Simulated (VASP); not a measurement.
# Mn3Si: single point with LDA

Crystal: Mn3Si.

```
CELL_PARAMETERS angstrom
0.00000 2.65592 2.65592
2.65592 0.00000 2.65592
2.65592 2.65592 0.00000
ATOMIC_POSITIONS crystal
Mn 0.50000 0.50000 0.50000
Mn 0.25000 0.25000 0.25000
Mn 0.75000 0.75000 0.75000
Si 0.00000 0.00000 0.00000
```

```json
{"Program": "VASP 6.6.1", "Task": "single point", "Functional": "LDA", "Potentials or basis": "VASP PAW LDA potentials, release 64 (Mn_pv, Si)", "Cutoff": "520 eV", "k mesh": "10 × 10 × 10", "Occupations": "fermi-dirac, width 0.05 eV", "Spin": "collinear spin, ferromagnetic start", "Starting moments": "[4.0, 4.0, 4.0, 0.0] μB"}
```

- Pressure: 34.7 GPa
- Net moment: 1.20 μB per cell
- Site moments: Mn +1.08, +0.04 (each value once); Si +0.01 μB
- Valence electrons inside the program's atomic spheres: Mn 12.27, 12.41 (each value once); Si 1.79

Levels at points of the mesh, in eV from the Fermi level:
Spin up:
```
           k point  band 20  band 21  band 22  band 23  band 24  band 25
(0.00, 0.00, 0.00)     0.28     0.42     0.42     0.42     1.34     1.34
(0.50, 0.00, 0.00)    -1.20    -1.02     0.16     0.16     0.64     0.64
(0.50, 0.50, 0.00)    -0.53    -0.53    -0.27     0.33     0.41     0.96
```
Spin down:
```tsv
k point	band 17	band 18	band 19	band 20	band 21	band 22	band 23	band 24	band 25	band 26
(0.00, 0.00, 0.00)	-2.35	-2.35	0.49	0.49	0.49	1.13	1.13	1.39	1.39	5.91
(0.50, 0.00, 0.00)	-2.22	-2.22	-1.16	-1.16	-0.97	0.94	0.94	1.03	1.03	1.47
(0.50, 0.50, 0.00)	-2.74	-2.60	-1.11	-0.46	-0.46	0.45	0.74	0.87	1.32	1.35
```

It took 66 s on 1 thread of Intel(R) Xeon(R) 6975P-C (Granite Rapids) (shared host), peak memory 0.2 GiB.

Caveat: the cell stands under pressure.
